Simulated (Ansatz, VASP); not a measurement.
One calculation of Pt, two programs

```
CELL_PARAMETERS angstrom
0.00000 2.31826 1.41414
2.31826 0.00000 1.41414
2.31826 2.31826 0.00000
ATOMIC_POSITIONS crystal
Pt 0.00000 0.00000 0.00000
```

Alike in both runs: task single point; functional LDA; k mesh 22 × 22 × 22; occupations gaussian, width 0.15 eV; no spin polarisation.

|  | VASP | Ansatz |
| --- | --- | --- |
| version | VASP 6.6.1 | Ansatz 0.2.0 |
| potentials or method | VASP PAW LDA potentials, release 64 (Pt), cutoff 520 eV | scalar-relativistic, plane waves, PAW |
| valence electrons in the cell | 10 | 18 |

Ansatz gave:

- gap on the k mesh at the Fermi level (eV): none
- pressure (GPa): -6.1
- traceless stress, the component that is largest in VASP (GPa): -8.40

Which values does VASP return?

gap on the k mesh at the Fermi level (eV): none; pressure (GPa): -5.5; traceless stress, the component that is largest in VASP (GPa): -8.09.

LDA's correlation is that of Perdew and Zunger in VASP and of Perdew and Wang (1992) in Ansatz. A gap of «none» marks a metal or a gap that the smearing closes. VASP's potentials hold 10 valence electrons a cell and Ansatz's 18, so a difference there can come from the potentials and not from the codes.

Spin-orbit coupling is off throughout.
